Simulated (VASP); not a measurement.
**B2P: relaxation of cell and atoms with PBE**

Crystal: B2P.

```
B P
1.0
    -2.11687    2.11687    5.77365
     2.11687   -2.11687    5.77365
     2.11687    2.11687   -5.77365
B P
8 4
Direct
  0.78711 0.78711 0.57422
  0.21289 0.21289 0.42578
  0.53711 0.46289 0.50000
  0.96289 0.03711 0.50000
  0.96289 0.46289 0.92578
  0.53711 0.03711 0.07422
  0.21289 0.78711 0.00000
  0.78711 0.21289 0.00000
  0.37500 0.62500 0.75000
  0.87500 0.62500 0.25000
  0.37500 0.12500 0.75000
  0.37500 0.62500 0.25000
```

| Quantity | Value |
| --- | --- |
| Program | VASP 6.6.1 |
| Task | relaxation of cell and atoms |
| Functional | PBE |
| Potentials or basis | VASP PAW PBE potentials, release 64 (B, P) |
| Cutoff | 600 eV |
| k mesh | 6 × 6 × 6 |
| Occupations | gaussian, width 0.1 eV |
| Spin | no spin polarisation |
| Dipole correction | no |
| Further INCAR settings | ALGO = Normal; EDIFF = 1e-07; IBRION = 2; EDIFFG = -0.04; NSW = 90; ISIF = 3 |

The relaxed volume is 10.38 Å³/atom. The relaxed cell is a = 6.525 Å, b = 6.525 Å, c = 6.525 Å, α = 137.66°, β = 137.66°, γ = 61.42°, the space group after relaxing (to 0.05 Å) is I4_1/amd (No. 141) and the energy gained by relaxing is 359.7 meV/atom. The ionic steps are 9, the pressure after relaxing is 0.0 GPa and the largest force after relaxing is 0.011 eV/Å. The band gap on the k mesh is zero (band 22 reaches 7.28 eV, above the bottom of band 23 at 6.66 eV).

Forces in eV/Å, atoms in the order of the input:
```
B   -0.008 -0.008  0.000
B    0.008  0.008  0.000
B    0.008 -0.008  0.000
B   -0.008  0.008  0.000
B    0.008  0.008  0.000
B   -0.008 -0.008  0.000
B   -0.008  0.008  0.000
B    0.008 -0.008  0.000
P    0.000  0.000  0.000
P    0.000  0.000  0.000
P    0.000  0.000  0.000
P    0.000  0.000  0.000
```

Stress tensor (GPa, compression positive):
```
 0.09  0.00  0.00
 0.00  0.09  0.00
 0.00  0.00 -0.06
```

The path:
| step | energy change (eV) | largest force (eV/Å) | pressure (GPa) | volume (Å³) |
| --- | --- | --- | --- | --- |
| 1 | 0.0000 | 2.4817 | 42.93 | 103.49 |
| 2 | -2.9090 | 0.6453 | -13.99 | 142.10 |
| 3 | -3.4805 | 0.9468 | -3.56 | 128.30 |
| 4 | -3.9456 | 0.1645 | -0.86 | 126.73 |
| 5 | -4.0540 | 0.5175 | 1.41 | 125.64 |
| 6 | -4.3000 | 0.0422 | -1.60 | 126.28 |
| 7 | -4.3050 | 0.0275 | -1.94 | 126.34 |
| 8 | -4.3150 | 0.0251 | 0.81 | 123.92 |
| 9 | -4.3167 | 0.0111 | 0.04 | 124.57 |

Final structure:
```
B P
1.0
    -2.35620    2.35620    5.60971
     2.35620   -2.35620    5.60971
     2.35620    2.35620   -5.60971
B P
8 4
Direct
  0.81522 0.81522 0.63044
  0.18478 0.18478 0.36956
  0.56522 0.43478 0.50000
  0.93478 0.06522 0.50000
  0.93478 0.43478 0.86956
  0.56522 0.06522 0.13044
  0.18478 0.81522 0.00000
  0.81522 0.18478 0.00000
  0.37500 0.62500 0.75000
  0.87500 0.62500 0.25000
  0.37500 0.12500 0.75000
  0.37500 0.62500 0.25000
```

Levels at points of the mesh, in eV from the Fermi level:
| k point | band 19 | band 20 | band 21 | band 22 | band 23 | band 24 | band 25 | band 26 |
| --- | --- | --- | --- | --- | --- | --- | --- | --- |
| (0.00, 0.00, 0.00) | -2.06 | -0.70 | -0.70 | -0.24 | 0.24 | 0.31 | 0.71 | 0.71 |
| (0.50, 0.00, 0.00) | -1.98 | -0.75 | -0.27 | -0.26 | -0.24 | 0.02 | 1.90 | 1.92 |
| (0.50, 0.50, 0.00) | -1.17 | -1.17 | -1.14 | -1.14 | 0.49 | 0.49 | 0.83 | 0.83 |
| (0.50, 0.50, 0.50) | -2.82 | -2.82 | -2.17 | -2.17 | 0.42 | 0.42 | 3.08 | 3.08 |

Wall time 31 min on 1 thread of Intel(R) Xeon(R) Platinum 8259CL CPU @ 2.50GHz (Skylake/Cascade Lake) (shared host), peak memory 0.44 GiB.

Caveat: the volume moved by over 15 % at a fixed basis, so the end points are rough.
